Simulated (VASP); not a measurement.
# W13C12 in VASP: single point with r2SCAN

Aim: the single point of W13C12 with r2SCAN.

All numbers are computed with VASP 6.6.1; they aren't measurements. Logs are shortened: lines on timing, memory, paths and dates and some standing lists are left out, and cuts for length are marked.

## Step 1: The cell of the first run

The cell holds a slab with vacuum, 25 atoms: a = 5.797 Å, b = 5.797 Å, c = 19.072 Å, α = 90.00°, β = 90.00°, γ = 120.00°.

## Step 2: Single point, r2SCAN

POSCAR reads:

```
W13C12
1.0
    5.7968000000      0.0000000000      0.0000000000
   -2.8984000000      5.0201760000      0.0000000000
    0.0000000000      0.0000000000     19.0720000000
W C
13 12
Direct
    0.0000000000      0.0000000000      0.0524328859
   -0.0117306100      0.0000000000      0.2012426594
   -0.0263628334     -0.0165332849      0.3524381292
    0.0000011952      0.5000023904      0.0524328859
   -0.0011879947      0.4886880460      0.2022441275
   -0.0076632738      0.4898832232      0.3517145554
    0.5000000000      0.0000000000      0.0524328859
    0.4984501117     -0.0124497627      0.1983693372
    0.4690524142     -0.0003784728      0.3558777265
    0.5000011952      0.5000023904      0.0524328859
    0.4916020884      0.4912775966      0.1985266359
    0.4795695946      0.4948830479      0.3433200503
    0.4762197659      0.4899429821      0.4752097315
    0.3333337317      0.1666674635      0.1265939597
    0.3193784948      0.1543172988      0.2747588087
    0.2965712899      0.1573849204      0.4246696728
    0.3333349269      0.6666698538      0.1265939597
    0.3185380228      0.6569490791      0.2688234060
    0.3252965324      0.6662913810      0.4209626678
    0.8333337317      0.1666674635      0.1265939597
    0.8150768663      0.1502337767      0.2714240772
    0.8028591875      0.1787586730      0.4092019715
    0.8333349269      0.6666698538      0.1265939597
    0.8303491291      0.6611122797      0.2719851091
    0.8007189307      0.6509134341      0.4216285654
```

INCAR.step1 reads:

```
PREC     = Accurate       # precision mode
ENCUT    = 520            # plane-wave cutoff, eV
ISMEAR   = -1             # smearing method
SIGMA    = 0.05           # smearing width, eV
LREAL    = Auto         
LASPH    = T              # aspherical terms in the spheres
NELM     = 80             # most SCF steps
NBANDS   = 133            # bands
GGA      = PE             # functional
ALGO     = Normal         # electronic algorithm
EDIFF    = 1E-4           # SCF threshold, eV
LWAVE    = T              # write WAVECAR
LCHARG   = F              # write CHGCAR
```

INCAR.step2 reads:

```
PREC     = Accurate       # precision mode
ENCUT    = 520            # plane-wave cutoff, eV
EDIFF    = 1E-6           # SCF threshold, eV
ISMEAR   = -1             # smearing method
SIGMA    = 0.05           # smearing width, eV
LREAL    = Auto         
LASPH    = T              # aspherical terms in the spheres
NELM     = 80             # most SCF steps
ALGO     = Normal         # electronic algorithm
ISIF     = 2              # what is computed and relaxed
LWAVE    = F              # write WAVECAR
LCHARG   = F              # write CHGCAR
METAGGA  = R2SCAN         # meta-GGA
LMIXTAU  = T            
NBANDS   = 133            # bands
ISTART   = 1
```

KPOINTS reads:

```
regular mesh
0
Gamma
  2 2 1
```

Potentials or basis: VASP PAW PBE potentials, release 64 (W_sv, C).

On the command line:

```sh
> cat potpaw_PBE.64/W_sv/POTCAR potpaw_PBE.64/C/POTCAR > POTCAR
> cp INCAR.step1 INCAR
> mpirun -np 1 vasp_std > vasp.out
> cp INCAR.step2 INCAR
> mpirun -np 1 vasp_std > vasp.out
```

OUTCAR:

```text
PREC = Accurate
   ENCUT = 520
   EDIFF = 1E-6
   ISMEAR = -1
   LREAL = Auto
   LASPH = T
   NELM = 80
   ISIF = 2
   METAGGA = R2SCAN
   ISTART = 1

 ion  position               nearest neighbor table
   1  0.000  0.000  0.052-  23 2.19  14 2.19  20 2.19   2 2.84  10 2.90   4 2.90   7 2.90   7 2.90
                            10 2.90   4 2.90
   2  0.988  0.000  0.201-  21 2.11  20 2.15  24 2.17  15 2.18  23 2.20  14 2.24   5 2.80   8 2.80
                             1 2.84  11 2.88   3 2.89  11 2.92   8 2.99   5 3.00
   3  0.974  0.983  0.352-  25 2.13  16 2.13  22 2.13  24 2.23  21 2.25  15 2.28   9 2.83  12 2.85
                             6 2.88   2 2.89   6 2.92  12 2.95   9 2.97
   4  0.000  0.500  0.052-  17 2.19  23 2.19  20 2.19   5 2.86   7 2.90   1 2.90  10 2.90  10 2.90
                             1 2.90   7 2.90
   5  0.999  0.489  0.202-  18 2.05  21 2.15  20 2.17  24 2.17  17 2.21  23 2.25   2 2.80  11 2.85
                             6 2.85   4 2.86   8 2.89   8 2.90  11 2.95   2 3.00
   6  0.992  0.490  0.352-  22 1.92  19 2.13  25 2.22  24 2.26  18 2.28  21 2.29  12 2.81   5 2.85
                             9 2.87   3 2.88   3 2.92   9 2.94  12 2.99
   7  0.500  0.000  0.052-  17 2.19  20 2.19  14 2.19   8 2.78  10 2.90   4 2.90   1 2.90   1 2.90
                             4 2.90  10 2.90
   8  0.498  0.988  0.198-  21 2.11  17 2.11  18 2.14  20 2.17  14 2.20  15 2.27   7 2.78   2 2.80
                            11 2.86   5 2.89   5 2.90  11 2.94   2 2.99   9 3.01
   9  0.469  1.000  0.356-  22 1.96  19 2.09  16 2.11  15 2.17  21 2.37  18 2.39   3 2.83  12 2.85
                             6 2.87   6 2.94  12 2.97   3 2.97   8 3.01
  10  0.500  0.500  0.052-  17 2.19  23 2.19  14 2.19  11 2.79   1 2.90   7 2.90   4 2.90   4 2.90
                             7 2.90   1 2.90
  11  0.492  0.491  0.199-  14 2.13  18 2.17  17 2.17  23 2.20  24 2.20  15 2.23  12 2.76  10 2.79
                             5 2.85   8 2.86   2 2.88   2 2.92   8 2.94   5 2.95
  12  0.480  0.495  0.343-  15 2.15  18 2.16  25 2.20  19 2.21  24 2.23  16 2.30  13 2.52  11 2.76
                             6 2.81   9 2.85   3 2.85   3 2.95   9 2.97   6 2.99
  13  0.476  0.490  0.475-  25 1.92  16 1.93  19 1.94  12 2.52
  14  0.333  0.167  0.127-  11 2.13   1 2.19   7 2.19  10 2.19   8 2.20   2 2.24
  15  0.319  0.154  0.275-  12 2.15   9 2.17   2 2.18  11 2.23   8 2.27   3 2.28
  16  0.297  0.157  0.425-  13 1.93   9 2.11   3 2.13  12 2.30
  17  0.333  0.667  0.127-   8 2.11  11 2.17   7 2.19  10 2.19   4 2.19   5 2.21
  18  0.319  0.657  0.269-   5 2.05   8 2.14  12 2.16  11 2.17   6 2.28   9 2.39
  19  0.325  0.666  0.421-  13 1.94   9 2.09   6 2.13  12 2.21
  20  0.833  0.167  0.127-   2 2.15   5 2.17   8 2.17   7 2.19   1 2.19   4 2.19
  21  0.815  0.150  0.271-   2 2.11   8 2.11   5 2.15   3 2.25   6 2.29   9 2.37
  22  0.803  0.179  0.409-   6 1.92   9 1.96   3 2.13
  23  0.833  0.667  0.127-   1 2.19   4 2.19  10 2.19  11 2.20   2 2.20   5 2.25
  24  0.830  0.661  0.272-   5 2.17   2 2.17  11 2.20  12 2.23   3 2.23   6 2.26
  25  0.801  0.651  0.422-  13 1.92   3 2.13  12 2.20   6 2.22

  LATTYP: Found a hexagonal cell.
 ALAT       =     5.7968000000
 C/A-ratio  =     3.2900910847

  Lattice vectors:

 A1 = (   5.7968000000,   0.0000000000,   0.0000000000)
 A2 = (  -2.8984000000,   5.0201760000,   0.0000000000)
 A3 = (   0.0000000000,   0.0000000000,  19.0720000000)

Analysis of symmetry for initial positions (statically):
=====================================================================
 Subroutine PRICEL returns:
 Original cell was already a primitive cell.

 Routine SETGRP: Setting up the symmetry group for a
 hexagonal supercell.

 Subroutine GETGRP returns: Found  1 space group operations
 (whereof  1 operations were pure point group operations)
 out of a pool of 24 trial point group operations.

The static configuration has the point symmetry C_1 .

Analysis of symmetry for dynamics (positions and initial velocities):
=====================================================================
 Subroutine PRICEL returns:
 Original cell was already a primitive cell.

 Routine SETGRP: Setting up the symmetry group for a
 hexagonal supercell.

 Subroutine GETGRP returns: Found  1 space group operations
 (whereof  1 operations were pure point group operations)
 out of a pool of 24 trial point group operations.

The dynamic configuration has the point symmetry C_1 .

 Subroutine INISYM returns: Found  1 space group operations
 (whereof  1 operations are pure point group operations),
 and found     1 'primitive' translations

----------------------------------------------------------------------------------------

                                     Primitive cell

[... 69 lines left out ...]
Automatic generation of k-mesh.
 Grid dimensions read from file:
 generate k-points for:    2    2    1

 Generating k-lattice:

  Cartesian coordinates                     Fractional coordinates (reciprocal lattice)
     0.086254485  0.049799051  0.000000000     0.500000000  0.000000000  0.000000000
     0.000000000  0.099598102  0.000000000     0.000000000  0.500000000  0.000000000
     0.000000000  0.000000000  0.052432886     0.000000000  0.000000000  1.000000000

  Length of vectors
     0.099598101  0.099598102  0.052432886

  Shift w.r.t. Gamma in fractional coordinates (k-lattice)
     0.000000000  0.000000000  0.000000000

 Subroutine IBZKPT returns following result:
 ===========================================

 Found      4 irreducible k-points:

 Following reciprocal coordinates:
            Coordinates               Weight
  0.000000  0.000000  0.000000      1.000000
  0.500000 -0.000000  0.000000      1.000000
  0.000000  0.500000  0.000000      1.000000
  0.500000  0.500000  0.000000      1.000000
   k-points           NKPTS =      4   k-points in BZ     NKDIM =      4   number of bands    NBANDS=    133
   number of dos      NEDOS =    301   number of ions     NIONS =     25
   total plane-waves  NPLWV = 331776
   dimension x,y,z NGX =    48 NGY =   48 NGZ =  144
   dimension x,y,z NGXF=    96 NGYF=   96 NGZF=  288
   ions per type =              13  12
   NGX,Y,Z   is equivalent  to a cutoff of  13.77, 13.77, 12.55 a.u.
   NGXF,Y,Z  is equivalent  to a cutoff of  27.53, 27.53, 25.10 a.u.
 SYSTEM =  unknown system
   PREC   = accura    normal or accurate (medium, high low for compatibility)
   ISTART =      1    job   : 0-new  1-cont  2-samecut
   ICHARG =      0    charge: 1-file 2-atom 10-const
   ISPIN  =      1    spin polarized calculation?
   LNONCOLLINEAR =      F non collinear calculations
   LSORBIT =      F    spin-orbit coupling
   LASPH  =      T    aspherical Exc in radial PAW
   ENCUT  =  520.0 eV  38.22 Ry    6.18 a.u.  10.78 10.78 35.46*2*pi/ulx,y,z
   NELM   =     80;   NELMIN=  2; NELMDL=  0     # of ELM steps
   EDIFF  = 0.1E-05   stopping-criterion for ELM
   LREAL  =      T    real-space projection
   EDIFFG = 0.1E-04   stopping-criterion for IOM
   NSW    =      0    number of steps for IOM
   IBRION =     -1    ionic relax: 0-MD 1-quasi-New 2-CG
   NFREE  =      0    steps in history (QN), initial steepest desc. (CG)
   ISIF   =      2    stress and relaxation
   ISYM   =      2    0-nonsym 1-usesym 2-fastsym
   POTIM  = 0.5000    time-step for ionic-motion
   TEBEG  =    0.0;   TEEND  =   0.0 temperature during run
   PSTRESS=    0.0 pullay stress
   NELECT =     230.0000    total number of electrons
   NUPDOWN=      -1.0000    fix difference up-down
   EMIN   =  10.00;   EMAX   =-10.00  energy-range for DOS
   EFERMI =   0.00;   METHOD = LEGACY
   ISMEAR =    -1;   SIGMA  =   0.05  broadening in eV -4-tet -1-fermi 0-gaus
   EFERMI_NEDOS =   21; number of points for ismear=-14 and -15
   IALGO  =     38    algorithm
   IMIX   =      4    mixing-type and parameters
     AMIX     =   0.40;   BMIX     =  1.00
     AMIX_MAG =   1.60;   BMIX_MAG =  1.00
  volume/ion in A,a.u.               =      22.20       149.82
  Fermi-wavevector in a.u.,A,eV,Ry     =   1.220533  2.306473 20.268618  1.489701
  Thomas-Fermi vector in A             =   2.355747
   LORBIT       =      0    0 simple, 1 ext, 2 COOP (PROOUT), +10 PAW based schemes
   METAGGA = R2SCAN    functional components
   LHFCALC =     F    Hartree Fock is set to
   AEXX    =    0.0000 exact exchange contribution
   IVDW    =     0    specifies the selected vdW correction
   LEPSILON=     F    determine dielectric tensor
   LRPA    =     F    only Hartree local field effects (RPA)
 non-spin polarized calculation
  energy-cutoff  :      520.00
  volume of cell :      555.01
 maximum number of plane-waves:     14963
 NGX is ok and might be reduce to    48
   NGX = 21   NGY = 21   NGZ = 71

 number of electron     229.9999986 magnetization

 Free energy of the ion-electron system (eV)
  ---------------------------------------------------
  ext. energy  EPLUGINS =         0.00000000
  ---------------------------------------------------
  free energy    TOTEN  =      -772.40714646 eV

  energy without entropy =     -772.34235023  energy(sigma->0) =     -772.37474834

 E-fermi :   3.4121     XC(G=0):  -8.2645

 val. band max:        3.3956949677   @ k =   0.5000  -0.0000   0.0000
 cond. band min:       3.4633631922   @ k =   0.0000   0.0000   0.0000
 fundamental gap:      0.0676682245
 Fermi energy:         3.4121275680

 k-point     1 :       0.0000    0.0000    0.0000
  band No.  band energies     occupation
      1     -73.0227      2.00000
      2     -72.8703      2.00000
      3     -72.8320      2.00000
      4     -72.8148      2.00000
      5     -72.7984      2.00000
      6     -72.7913      2.00000
[... 509 lines left out ...]
    126       4.8361      0.00000
    127       5.0092      0.00000
 [bands above 127 left out]

------------------------ aborting loop because EDIFF is reached ----------------------------------------

  FORCE on cell =-STRESS in cart. coord.  units (eV):
  Direction    XX          YY          ZZ          XY          YZ          ZX
  --------------------------------------------------------------------------------------
  -------------------------------------------------------------------------------------
  Total        2.5834513      4.9992860     -0.1129558      0.8157633      3.1654168      5.4456459
  in kB        7.4577420     14.4316194     -0.3260736      2.3548935      9.1377230     15.7201428
  external PRESSURE =       7.1877626 kB  Pullay stress =       0.0000000 kB

 VOLUME and BASIS-vectors are now :
 -----------------------------------------------------------------------------
  energy-cutoff  :      520.00
  volume of cell :      555.01
      direct lattice vectors                 reciprocal lattice vectors
     5.796800000  0.000000000  0.000000000     0.172508970  0.099598102  0.000000000
    -2.898400000  5.020176000  0.000000000     0.000000000  0.199196203  0.000000000
     0.000000000  0.000000000 19.072000000     0.000000000  0.000000000  0.052432886

 POSITION                                       TOTAL-FORCE (eV/Angst)
 -----------------------------------------------------------------------------------
      0.00000      0.00000      1.00000        -0.015071     -0.129090      0.843528
      5.72880      0.00000      3.83810         2.215233     -1.426945     -0.291999
      2.79350      4.93718      6.72170        -0.586301      0.683240     -0.495309
     -1.44920      2.51010      1.00000        -0.091413      0.012191      1.070488
      4.37350      2.45330      3.85720        -2.087682      1.067788     -1.553873
      4.33250      2.45930      6.70790        -1.552506      0.726143      0.227571
[... 17 lines left out ...]
      2.89720      3.31890      5.18730        -0.627797     -0.305185      0.477355
      2.75500      3.26770      8.04130         0.114306     -0.104289     -0.586864
 -----------------------------------------------------------------------------------
    total drift:                               -0.002871     -0.001661      0.045055

  FREE ENERGIE OF THE ION-ELECTRON SYSTEM (eV)
  ---------------------------------------------------
  free  energy   TOTEN  =      -772.4071464569 eV

  energy  without entropy=     -772.3423502307  energy(sigma->0) =     -772.37474834
```

Run time: 41 min. Hardware: 1 thread of AMD EPYC 7R13 (Zen 3), shared host; peak memory 0.84 GiB.

Results:

| Quantity | Value |
| --- | --- |
| Free energy | -772.4071 eV |
| Largest force | 3.089 eV/Å |
| Band gap on the k mesh | zero (band 115 reaches 3.49 eV, above the bottom of band 116 at 3.23 eV) |

Forces on the atoms (eV/Å):
```
W   -0.015 -0.129  0.844
W    2.215 -1.427 -0.292
W   -0.586  0.683 -0.495
W   -0.091  0.012  1.070
W   -2.088  1.068 -1.554
W   -1.553  0.726  0.228
W   -0.020 -0.069  0.625
W   -2.486  1.174  1.408
W    2.334 -0.831 -1.270
W    0.078 -0.104  0.510
W    0.782  0.179  0.678
W    0.645 -0.081  0.492
W   -0.454  0.316  0.595
C   -0.196 -0.494 -1.122
C   -0.334  0.171 -0.711
C    0.351  0.815 -0.584
C   -0.149 -0.417 -1.411
C    0.820  0.263  1.099
C    0.113 -0.638 -0.032
C    0.057 -0.224 -1.398
C    0.441  0.301  1.280
C    0.535 -0.824  1.105
C    0.113 -0.060 -0.954
C   -0.628 -0.305  0.477
C    0.114 -0.104 -0.587
```

Levels at points of the mesh, in eV from the Fermi level:
| k point | band 113 | band 114 | band 115 | band 116 | band 117 | band 118 |
| --- | --- | --- | --- | --- | --- | --- |
| (0.00, 0.00, 0.00) | -0.11 | 0.05 | 0.08 | 0.11 | 0.41 | 0.59 |
| (0.50, 0.00, 0.00) | -1.14 | -0.76 | -0.42 | -0.02 | 0.53 | 0.62 |
| (0.00, 0.50, 0.00) | -1.07 | -0.80 | -0.45 | -0.18 | 0.57 | 0.71 |
| (0.50, 0.50, 0.00) | -1.11 | -0.78 | -0.47 | 0.23 | 0.52 | 0.68 |

Caveat: the k points lie up to 0.63 Å⁻¹ apart; the PAW data sets were made with another functional, which shifts forces and pressure a little; spin-orbit coupling is left out, which moves the levels of the heavy elements.
